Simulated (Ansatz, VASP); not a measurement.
Two plane-wave programs on Ni

```
Ni
1.0
    -1.41016    1.41016    1.41016
     1.41016   -1.41016    1.41016
     1.41016    1.41016   -1.41016
Ni
1
Direct
  0.00000 0.00000 0.00000
```

Alike in both runs: task single point; functional r2SCAN; k mesh 22 × 22 × 22; occupations gaussian, width 0.1 eV; collinear spin.

```csv
,VASP,Ansatz
version,VASP 6.6.1,Ansatz 0.2.0
potentials or method,"VASP PAW PBE potentials, release 64 (Ni), cutoff 520 eV","scalar-relativistic, plane waves, PAW"
valence electrons in the cell,10,18
```

|  | VASP | Ansatz | Ansatz less VASP |
| --- | --- | --- | --- |
| gap on the k mesh at the Fermi level (eV) | none | none | - |
| pressure (GPa) | -10.4 | -10.8 | -0.41 |
| net moment per atom (μB) | 0.65 | 0.66 | +0.013 |
| size of the moment on the site where the two differ most (μB) | 0.67 | 0.72 | +0.052 |

VASP's potentials were made for PBE, not for r2SCAN. Site moments also hang on the region over which each program counts them. A gap of «none» marks a metal or a gap that the smearing closes. With one functional, cell and mesh, what is left measures potentials, basis and numerics. VASP's potentials hold 10 valence electrons a cell and Ansatz's 18, so a difference there can come from the potentials and not from the codes. Ansatz's warnings: stability check not made.
